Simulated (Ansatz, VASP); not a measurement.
NaB in VASP and in Ansatz

```
CELL_PARAMETERS angstrom
0.00000 2.68387 2.68387
2.68387 0.00000 2.68387
2.68387 2.68387 0.00000
ATOMIC_POSITIONS crystal
Na 0.00000 0.00000 0.00000
B 0.50000 0.50000 0.50000
```

Alike in both runs: task single point; functional r2SCAN; k mesh 6 × 6 × 6; occupations gaussian, width 0.1 eV; no spin polarisation.

|  | VASP | Ansatz |
| --- | --- | --- |
| version | VASP 6.6.1 | Ansatz 0.2.0 |
| potentials or method | VASP PAW PBE potentials, release 64 (Na_pv, B), cutoff 520 eV | scalar-relativistic, plane waves, PAW |
| valence electrons in the cell | 10 | 12 |

```tsv
	VASP	Ansatz	Ansatz less VASP
gap on the k mesh at the Fermi level (eV)	none	none	-
pressure (GPa)	-0.2	0.0	+0.19
```

VASP's potentials were made for PBE, not for r2SCAN. A gap of «none» marks a metal or a gap that the smearing closes. VASP's potentials hold 10 valence electrons a cell and Ansatz's 12, so a difference there can come from the potentials and not from the codes.
